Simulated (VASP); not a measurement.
Write the native input for VASP 6.6.1 that does the following.

| Property | Result |
| --- | --- |
| Task | relaxation of cell and atoms |
| Functional | PBE |
| Potentials or basis | VASP PAW PBE potentials, release 64 (Si, C) |
| Cutoff | 600 eV |
| k mesh | 6 × 6 × 4 |
| Occupations | gaussian, width 0.1 eV |
| Spin | no spin polarisation |
| Dipole correction | no |
| Further INCAR settings | ALGO = Normal; EDIFF = 1e-07; IBRION = 2; EDIFFG = -0.04; NSW = 90; ISIF = 3 |

The structure of Si2C lies in POSCAR:

```
Si2C
1.0
    2.6065567100      0.0000000000      0.0000000000
   -1.3032783600      2.2573443300      0.0000000000
    0.0000000000      0.0000000000      7.3431248300
Si C
2 1
Direct
    0.0000000000      0.0000000000      0.3333333300
    0.0000000000      0.0000000000      0.6666666700
    0.0000000000      0.0000000000      0.0000000000
```

One way to write it, as run:

INCAR

```
SYSTEM = Si2C
PREC = Accurate ; ENCUT = 600
EDIFF = 1E-7 ; ISMEAR = 0
SIGMA = 0.1 ; LREAL = .False.
LASPH = .True. ; NELM = 60
ALGO = Normal ; ISIF = 3
LWAVE = .False. ; LCHARG = .False.
GGA = PE ; IBRION = 2
NSW = 90 ; EDIFFG = -0.04
```

KPOINTS

```
Automatic mesh
0
Gamma
  6 6 4
  0 0 0
```

Potentials or basis: VASP PAW PBE potentials, release 64 (Si, C).

Command:

```console
$ cat potpaw_PBE.64/Si/POTCAR potpaw_PBE.64/C/POTCAR > POTCAR
$ mpirun -np 1 vasp_std > vasp.out
```

It gave:

```yaml
Relaxed_volume: 12.24 Å³/atom
Relaxed_cell: a = 2.595 Å, b = 2.595 Å, c = 6.297 Å, α = 90.00°, β = 90.00°, γ = 120.00°
Space_group_after_relaxing_to_0.05_Å: P6/mmm (No. 191)
Energy_gained_by_relaxing: 607.9 meV/atom
Ionic_steps: 13
Pressure_after_relaxing: -0.4 GPa
Largest_force_after_relaxing: 0.005 eV/Å
Band_gap_on_the_k_mesh: zero (band 6 reaches 12.36 eV, above the bottom of band 7 at 6.08 eV)
```

Caveat: the k points lie up to 0.47 Å⁻¹ apart in the final cell; the volume moved by over 15 % at a fixed basis, so the end points are rough.

It took 3.4 min on 1 thread of Intel Xeon 8259CL, on a shared host, peak memory 0.18 GiB.
